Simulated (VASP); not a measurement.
**B2AsN: single point with PBE**

The system is B2AsN.

```
CELL_PARAMETERS angstrom
2.96554 0.00000 0.00000
0.00000 2.96554 0.00000
0.00000 0.00000 4.25515
ATOMIC_POSITIONS crystal
N 0.00000 0.00000 0.00000
B 0.00000 0.50000 0.80318
B 0.50000 0.00000 0.19682
As 0.50000 0.50000 0.50000
```

```yaml
Program: VASP 6.6.1
Task: single point
Functional: PBE
Potentials_or_basis: VASP PAW PBE potentials, release 64 (N, B, As_d)
Cutoff: 700 eV
k_mesh: 8 × 8 × 6
Occupations: fermi-dirac, width 0.02 eV
Spin: no spin polarisation
```

- Pressure: 6.3 GPa
- Largest force: 0.144 eV/Å
- Band gap on the k mesh: zero (filled and empty bands touch)

Forces on the atoms (eV/Å):
```
N    0.000  0.000  0.000
B    0.000  0.000  0.144
B    0.000  0.000 -0.144
As   0.000  0.000  0.000
```

Stress tensor (GPa, compression positive):
```
6.12 0.00 0.00
0.00 6.12 0.00
0.00 0.00 6.55
```

Levels at points of the mesh, in eV from the Fermi level:
```tsv
k point	band 10	band 11	band 12	band 13	band 14	band 15	band 16	band 17
(0.00, 0.00, 0.00)	-6.53	-1.41	-0.08	0.00	0.00	2.75	4.08	4.08
(0.50, 0.00, 0.00)	-6.62	-6.22	-5.48	-0.82	3.29	4.33	5.00	7.15
(0.50, 0.50, 0.00)	-6.36	-5.66	-5.66	-4.42	0.97	1.23	2.50	2.50
(0.00, 0.00, 0.50)	-6.16	-4.72	-1.59	-1.59	0.90	2.73	5.68	6.61
(0.50, 0.00, 0.50)	-5.43	-3.35	-2.97	-0.49	1.64	4.64	5.67	5.87
(0.50, 0.50, 0.50)	-7.13	-7.13	-7.07	-6.81	4.47	5.46	5.46	7.02
```

Wall time 26 s on 1 thread of Intel(R) Xeon(R) 6975P-C (Granite Rapids), on a shared host, peak memory 0.22 GiB.

Caveat: the cell stands under pressure; semilocal functionals underestimate gaps, and a narrow one can read as zero.
